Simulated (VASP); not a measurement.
# NaH (P6_3/mmc) in VASP: further runs, part 2 of 2

VASP 6.6.1. The steps go on from the part before.

**3. Single point, PBE**

INCAR

```
SYSTEM = NaH
ALGO = Normal ; EDIFF = 1E-6
ENCUT = 520 ; GGA = PE
ISIF = 2 ; ISMEAR = 0
LASPH = .TRUE. ; LCHARG = .FALSE.
LREAL = .FALSE. ; LWAVE = .FALSE.
NBANDS = 16 ; NELM = 100
PREC = Accurate ; SIGMA = 0.01
```

KPOINTS

```
k-points
0
G
  6 6 4
  0 0 0
```

POSCAR

```
NaH
1.0
    3.9533072915      0.0000000000      0.0000000000
   -1.9766536457      3.4236645434      0.0000000000
    0.0000000000      0.0000000000      4.8283237918
Na H
2 2
Direct
    0.3333333333      0.6666666667      0.2500000000
    0.6666666667      0.3333333333      0.7500000000
    0.6666666667      0.3333333333      0.2500000000
    0.3333333333      0.6666666667      0.7500000000
```

Potentials or basis: VASP PAW PBE potentials, release 64 (Na_pv, H).

Started as:

```
cat potpaw_PBE.64/Na_pv/POTCAR potpaw_PBE.64/H/POTCAR > POTCAR
mpirun -np 1 vasp_std > vasp.out
```

OUTCAR:

```text
SYSTEM = NaH
   EDIFF = 1E-6
   ENCUT = 520
   GGA = PE
   ISIF = 2
   ISMEAR = 0
   LASPH = .TRUE.
   LREAL = .FALSE.
   NELM = 100
   PREC = Accurate

 ion  position               nearest neighbor table
   1  0.333  0.667  0.250-
   2  0.667  0.333  0.750-
   3  0.667  0.333  0.250-
   4  0.333  0.667  0.750-

  LATTYP: Found a hexagonal cell.
 ALAT       =     3.9533072915
 C/A-ratio  =     1.2213378409

  Lattice vectors:

 A1 = (   3.9533072915,   0.0000000000,   0.0000000000)
 A2 = (  -1.9766536457,   3.4236645434,   0.0000000000)
 A3 = (   0.0000000000,   0.0000000000,   4.8283237918)

Analysis of symmetry for initial positions (statically):
=====================================================================
 Subroutine PRICEL returns:
 Original cell was already a primitive cell.

 Routine SETGRP: Setting up the symmetry group for a
 hexagonal supercell.

 Subroutine GETGRP returns: Found 24 space group operations
 (whereof 12 operations were pure point group operations)
 out of a pool of 24 trial point group operations.

The static configuration has the point symmetry D_3d.
 The point group associated with its full space group is D_6h.

Analysis of symmetry for dynamics (positions and initial velocities):
=====================================================================
 Subroutine PRICEL returns:
 Original cell was already a primitive cell.

 Routine SETGRP: Setting up the symmetry group for a
 hexagonal supercell.

 Subroutine GETGRP returns: Found 24 space group operations
 (whereof 12 operations were pure point group operations)
 out of a pool of 24 trial point group operations.

The dynamic configuration has the point symmetry D_3d.
 The point group associated with its full space group is D_6h.

 Subroutine INISYM returns: Found 24 space group operations
 (whereof 12 operations are pure point group operations),
 and found     1 'primitive' translations

----------------------------------------------------------------------------------------

                                     Primitive cell

  volume of cell :      65.3504

  direct lattice vectors                    reciprocal lattice vectors
     3.953307291  0.000000000  0.000000000     0.252952762  0.146042345  0.000000000
    -1.976653646  3.423664543  0.000000000     0.000000000  0.292084691  0.000000000
     0.000000000  0.000000000  4.828323792     0.000000000  0.000000000  0.207111214

  length of vectors
     3.953307291  3.953307291  4.828323792     0.292084691  0.292084691  0.207111214

  position of ions in fractional coordinates (direct lattice)
     0.333333333  0.666666667  0.250000000
     0.666666667  0.333333333  0.750000000
     0.666666667  0.333333333  0.250000000
     0.333333333  0.666666667  0.750000000

  ion indices of the primitive-cell ions
   primitive index   ion index
                 1           1
                 2           2
                 3           3
                 4           4

----------------------------------------------------------------------------------------

 KPOINTS: k-points

Automatic generation of k-mesh.
 Grid dimensions read from file:
 generate k-points for:    6    6    4

 Generating k-lattice:

  Cartesian coordinates                     Fractional coordinates (reciprocal lattice)
     0.042158794  0.024340391  0.000000000     0.166666667 -0.000000000  0.000000000
     0.000000000  0.048680782  0.000000000     0.000000000  0.166666667  0.000000000
     0.000000000  0.000000000  0.051777803     0.000000000  0.000000000  0.250000000

  Length of vectors
     0.048680782  0.048680782  0.051777803

  Shift w.r.t. Gamma in fractional coordinates (k-lattice)
     0.000000000  0.000000000  0.000000000

 Subroutine IBZKPT returns following result:
 ===========================================

 Found     21 irreducible k-points:

 Following reciprocal coordinates:
            Coordinates               Weight
  0.000000  0.000000  0.000000      1.000000
  0.166667  0.000000  0.000000      6.000000
  0.333333  0.000000  0.000000      6.000000
  0.500000  0.000000  0.000000      3.000000
  0.166667  0.166667  0.000000      6.000000
  0.333333  0.166667  0.000000     12.000000
[... 13 lines left out ...]
  0.333333  0.166667  0.500000     12.000000
  0.333333  0.333333  0.500000      2.000000
   k-points           NKPTS =     21   k-points in BZ     NKDIM =     21   number of bands    NBANDS=     16
   number of dos      NEDOS =    301   number of ions     NIONS =      4
   total plane-waves  NPLWV =  32400
   dimension x,y,z NGX =    30 NGY =   30 NGZ =   36
   dimension x,y,z NGXF=    60 NGYF=   60 NGZF=   72
   ions per type =               2   2
   NGX,Y,Z   is equivalent  to a cutoff of  12.62, 12.62, 12.40 a.u.
   NGXF,Y,Z  is equivalent  to a cutoff of  25.23, 25.23, 24.79 a.u.
 SYSTEM =  NaH
   PREC   = accura    normal or accurate (medium, high low for compatibility)
   ISTART =      0    job   : 0-new  1-cont  2-samecut
   ICHARG =      2    charge: 1-file 2-atom 10-const
   ISPIN  =      1    spin polarized calculation?
   LNONCOLLINEAR =      F non collinear calculations
   LSORBIT =      F    spin-orbit coupling
   LASPH  =      T    aspherical Exc in radial PAW
   ENCUT  =  520.0 eV  38.22 Ry    6.18 a.u.   7.35  7.35  8.98*2*pi/ulx,y,z
   NELM   =    100;   NELMIN=  2; NELMDL= -5     # of ELM steps
   EDIFF  = 0.1E-05   stopping-criterion for ELM
   LREAL  =      F    real-space projection
   EDIFFG = 0.1E-04   stopping-criterion for IOM
   NSW    =      0    number of steps for IOM
   IBRION =     -1    ionic relax: 0-MD 1-quasi-New 2-CG
   NFREE  =      0    steps in history (QN), initial steepest desc. (CG)
   ISIF   =      2    stress and relaxation
   ISYM   =      2    0-nonsym 1-usesym 2-fastsym
   POTIM  = 0.5000    time-step for ionic-motion
   TEBEG  =    0.0;   TEEND  =   0.0 temperature during run
   PSTRESS=    0.0 pullay stress
   NELECT =      16.0000    total number of electrons
   NUPDOWN=      -1.0000    fix difference up-down
   EMIN   =  10.00;   EMAX   =-10.00  energy-range for DOS
   EFERMI =   0.00;   METHOD = LEGACY
   ISMEAR =     0;   SIGMA  =   0.01  broadening in eV -4-tet -1-fermi 0-gaus
   EFERMI_NEDOS =   21; number of points for ismear=-14 and -15
   IALGO  =     38    algorithm
   IMIX   =      4    mixing-type and parameters
     AMIX     =   0.40;   BMIX     =  1.00
     AMIX_MAG =   1.60;   BMIX_MAG =  1.00
  volume/ion in A,a.u.               =      16.34       110.25
  Fermi-wavevector in a.u.,A,eV,Ry     =   1.024154  1.935371 14.271045  1.048892
  Thomas-Fermi vector in A             =   2.157926
   LORBIT       =      0    0 simple, 1 ext, 2 COOP (PROOUT), +10 PAW based schemes
   GGA     = PE    functional components
   LHFCALC =     F    Hartree Fock is set to
   AEXX    =    0.0000 exact exchange contribution
   IVDW    =     0    specifies the selected vdW correction
   LEPSILON=     F    determine dielectric tensor
   LRPA    =     F    only Hartree local field effects (RPA)
 non-spin polarized calculation
 Gauss-broadening in eV      SIGMA  =   0.01
  energy-cutoff  :      520.00
  volume of cell :       65.35
 maximum number of plane-waves:      1794
 NGX is ok and might be reduce to    30
   NGX = 15   NGY = 15   NGZ = 17

 number of electron      16.0000017 magnetization

 Free energy of the ion-electron system (eV)
  ---------------------------------------------------
  ext. energy  EPLUGINS =         0.00000000
  ---------------------------------------------------
  free energy    TOTEN  =       -10.07301507 eV

  energy without entropy =      -10.07301507  energy(sigma->0) =      -10.07301507

 E-fermi :  -1.3340     XC(G=0):  -7.1038

 val. band max:       -1.4232230645   @ k =   0.1667   0.0000   0.0000
 cond. band min:       1.9053453138   @ k =   0.3333   0.3333   0.0000
 fundamental gap:      3.3285683783
 Fermi energy:        -1.3340324215

 k-point     1 :       0.0000    0.0000    0.0000
  band No.  band energies     occupation
      1     -23.7228      2.00000
      2     -23.6842      2.00000
      3     -23.6842      2.00000
      4     -23.6560      2.00000
      5     -23.6560      2.00000
      6     -23.6362      2.00000
[... 376 lines left out ...]
      3     -23.6813      2.00000
      4     -23.6813      2.00000
      5     -23.6441      2.00000
      6     -23.6441      2.00000
[... 8 lines left out ...]
     15      13.1662      0.00000
     16      13.1662      0.00000

------------------------ aborting loop because EDIFF is reached ----------------------------------------

  FORCE on cell =-STRESS in cart. coord.  units (eV):
  Direction    XX          YY          ZZ          XY          YZ          ZX
  --------------------------------------------------------------------------------------
  -------------------------------------------------------------------------------------
  Total        0.1257989      0.1257989      0.1701097      0.0000000     -0.0000000      0.0000000
  in kB        3.0841775      3.0841775      4.1705314      0.0000000     -0.0000000      0.0000000
  external PRESSURE =       3.4462955 kB  Pullay stress =       0.0000000 kB

 VOLUME and BASIS-vectors are now :
 -----------------------------------------------------------------------------
  energy-cutoff  :      520.00
  volume of cell :       65.35
      direct lattice vectors                 reciprocal lattice vectors
     3.953307291  0.000000000  0.000000000     0.252952762  0.146042345  0.000000000
    -1.976653646  3.423664543  0.000000000     0.000000000  0.292084691  0.000000000
     0.000000000  0.000000000  4.828323792     0.000000000  0.000000000  0.207111214

 POSITION                                       TOTAL-FORCE (eV/Angst)
 -----------------------------------------------------------------------------------
     -0.00000      2.28244      1.20708        -0.000000      0.000000     -0.000000
      1.97665      1.14122      3.62124         0.000000     -0.000000      0.000000
      1.97665      1.14122      1.20708         0.000000     -0.000000      0.000000
     -0.00000      2.28244      3.62124         0.000000      0.000000      0.000000
 -----------------------------------------------------------------------------------
    total drift:                               -0.000000     -0.000000      0.000000

  FREE ENERGIE OF THE ION-ELECTRON SYSTEM (eV)
  ---------------------------------------------------
  free  energy   TOTEN  =       -10.0730150674 eV

  energy  without entropy=      -10.0730150674  energy(sigma->0) =      -10.07301507
```

OSZICAR:

```text
N       E                     dE             d eps       ncg     rms          rms(c)
DAV:   1     0.114084936835E+03    0.11408E+03   -0.85050E+03   672   0.104E+03
DAV:   2    -0.496345972697E+01   -0.11905E+03   -0.11447E+03   712   0.292E+02
DAV:   3    -0.110462228832E+02   -0.60828E+01   -0.60707E+01   912   0.708E+01
DAV:   4    -0.111279273464E+02   -0.81704E-01   -0.81701E-01   752   0.932E+00
DAV:   5    -0.111293227310E+02   -0.13954E-02   -0.13954E-02   888   0.117E+00    0.488E+00
DAV:   6    -0.102711964515E+02    0.85813E+00   -0.33974E-01   888   0.367E+00    0.223E+00
DAV:   7    -0.100503215129E+02    0.22087E+00   -0.44575E-01   824   0.293E+00    0.562E-01
DAV:   8    -0.100722378130E+02   -0.21916E-01   -0.34520E-02   688   0.152E+00    0.151E-01
DAV:   9    -0.100729998476E+02   -0.76203E-03   -0.54941E-03   752   0.634E-01    0.492E-02
DAV:  10    -0.100729401458E+02    0.59702E-04   -0.30835E-04   760   0.118E-01    0.153E-02
DAV:  11    -0.100730216484E+02   -0.81503E-04   -0.87078E-05   696   0.517E-02    0.172E-02
DAV:  12    -0.100730148386E+02    0.68098E-05   -0.93655E-06   856   0.175E-02    0.286E-03
DAV:  13    -0.100730150674E+02   -0.22888E-06   -0.14604E-06   776   0.647E-03
   1 F= -.10073015E+02 E0= -.10073015E+02  d E =-.665602E-38
```

stdout:

```text
POSCAR found type information on POSCAR NaH
 POSCAR found :  2 types and       4 ions
 scaLAPACK will be used
 LDA part: xc-table for (Slater+PW92), standard interpolation
 POSCAR, INCAR and KPOINTS ok, starting setup
 FFT: planning ... GRIDC
 FFT: planning ... GRID_SOFT
 FFT: planning ... GRID
 WAVECAR not read
 entering main loop
```

It took 17 s on 1 thread of Intel Xeon Platinum 8488C (Sapphire Rapids), shared host; peak memory 0.17 GiB.

What came out:

* Free energy: -10.0730 eV
* Pressure: 0.3 GPa
* Band gap on the k mesh: 3.33 eV, indirect (least direct gap 4.24 eV)

Levels at points of the mesh, in eV from the valence-band top:
| k point | band 4 | band 5 | band 6 | band 7 | band 8 | band 9 | band 10 | band 11 | band 12 | band 13 |
| --- | --- | --- | --- | --- | --- | --- | --- | --- | --- | --- |
| (0.00, 0.00, 0.00) | -22.23 | -22.23 | -22.21 | -3.34 | -0.02 | 4.91 | 7.97 | 10.30 | 10.30 | 10.65 |
| (0.50, 0.00, 0.00) | -22.25 | -22.24 | -22.23 | -1.51 | -0.61 | 3.87 | 7.55 | 7.61 | 7.84 | 7.93 |
| (0.00, 0.00, 0.50) | -22.25 | -22.25 | -22.25 | -2.02 | -2.02 | 6.94 | 6.94 | 11.07 | 11.07 | 11.07 |
| (0.50, 0.00, 0.50) | -22.25 | -22.22 | -22.22 | -0.82 | -0.82 | 3.96 | 3.96 | 8.52 | 8.52 | 9.20 |

A k mesh can miss the band edges. A hybrid or GW would open this gap; PBE tends to underestimate it.
